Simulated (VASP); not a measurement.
Write the native input for VASP 6.6.1 that does the following.

* Task: single point
* Functional: PBE
* Potentials or basis: VASP PAW PBE potentials, release 64 (Sr_sv, C)
* Cutoff: 520 eV
* k mesh: 6 × 6 × 6
* Occupations: gaussian, width 0.1 eV
* Spin: no spin polarisation
* Dipole correction: no
* Further INCAR settings: ALGO = Normal; EDIFF = 1e-07; NBANDS = 25

The structure of Sr3C lies in POSCAR:

```
Sr3C
1.0
   -2.2790912179      2.2790912179      5.0909570063
    2.2790912179     -2.2790912179      5.0909570063
    2.2790912179      2.2790912179     -5.0909570063
Sr C
3 1
Direct
    0.5000000000      0.5000000000      0.0000000000
    0.2500000000      0.7500000000      0.5000000000
    0.7500000000      0.2500000000      0.5000000000
    0.0000000000      0.0000000000      0.0000000000
```

These files were run (other wordings do the same):

INCAR

```
PREC = Accurate
ENCUT = 520
EDIFF = 1E-7
ISMEAR = 0
SIGMA = 0.1
LREAL = F
LASPH = T
NELM = 60
ALGO = Normal
ISIF = 2
LWAVE = F
LCHARG = F
GGA = PE
NBANDS = 25
```

KPOINTS

```
Automatic mesh
0
Gamma
  6 6 6
```

Potentials or basis: VASP PAW PBE potentials, release 64 (Sr_sv, C).

Command:

```sh
$ cat potpaw_PBE.64/Sr_sv/POTCAR potpaw_PBE.64/C/POTCAR > POTCAR
$ mpirun -np 1 vasp_std > vasp.out
```

Results of the run:

The pressure is 2.9 GPa and the band gap on the k mesh is zero (band 17 reaches 3.61 eV, above the bottom of band 18 at 3.14 eV).

It took 2.5 min on 1 thread of AMD EPYC 9R45 (Zen 5), on a shared host, peak memory 0.31 GiB.
